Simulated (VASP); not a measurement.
Input of a VASP 6.6.1 run:

Contents of INCAR:

```
PREC = Accurate ; ENCUT = 520
EDIFF = 1E-6 ; ISMEAR = 0
SIGMA = 0.1 ; LREAL = F
LASPH = T ; NELM = 80
ALGO = Normal ; ISIF = 2
LWAVE = F ; LCHARG = T
GGA = PE ; LELF = T
LVHAR = T ; NBANDS = 12
```

File KPOINTS:

```
regular mesh
0
Gamma
  20 20 20
```

POSCAR

```
Cr
1.0
   -1.4380140894      1.4380140894      1.4380140894
    1.4380140894     -1.4380140894      1.4380140894
    1.4380140894      1.4380140894     -1.4380140894
Cr
1
Direct
    0.0000000000      0.0000000000      0.0000000000
```

Potentials or basis: VASP PAW PBE potentials, release 64 (Cr_pv).

Launch:

```bash
$ cat potpaw_PBE.64/Cr_pv/POTCAR > POTCAR
$ mpirun -np 1 vasp_std > vasp.out
```

**Question.** What does it give for the band gap on the k mesh?

**Answer.** Zero (band 6 reaches 12.90 eV, above the bottom of band 7 at 9.68 eV).

**Question.** Estimate the pressure.

**Answer.** -7.6 GPa.

Caveat: the run has no spin polarisation, though such a crystal can be magnetic. Spin polarisation is off, so any magnetic state and its effect on volume and gap are missing.
